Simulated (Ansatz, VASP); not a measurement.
One calculation of Fe, two programs

```
CELL_PARAMETERS angstrom
-1.43332 1.43332 1.43332
1.43332 -1.43332 1.43332
1.43332 1.43332 -1.43332
ATOMIC_POSITIONS crystal
Fe 0.00000 0.00000 0.00000
```

Change from the starting cell: volume scaled by 0.98.

Alike in both runs: task single point; functional LDA; k mesh 13 × 13 × 13; occupations fermi-dirac, width 0.05 eV; collinear spin.

```csv
,VASP,Ansatz
version,VASP 6.6.1,Ansatz 0.2.0
potentials or method,"VASP PAW LDA potentials, release 64 (Fe), cutoff 520 eV","all-electron LAPW, scalar-relativistic"
```

|  | VASP | Ansatz | Ansatz less VASP |
| --- | --- | --- | --- |
| gap on the k mesh at the Fermi level (eV) | none | none | - |
| pressure (GPa) | -24.5 | -23.8 | +0.71 |
| net moment per atom (μB) | 2.13 | 2.16 | +0.031 |
| size of the moment on the site where the two differ most (μB) | 2.11 | 2.19 | +0.085 |

LDA's correlation is that of Perdew and Zunger in VASP and of Perdew and Wang (1992) in Ansatz. Site moments also hang on the region over which each program counts them. A gap of «none» marks a metal or a gap that the smearing closes. Ansatz ran all-electron here, and VASP with PAW potentials.
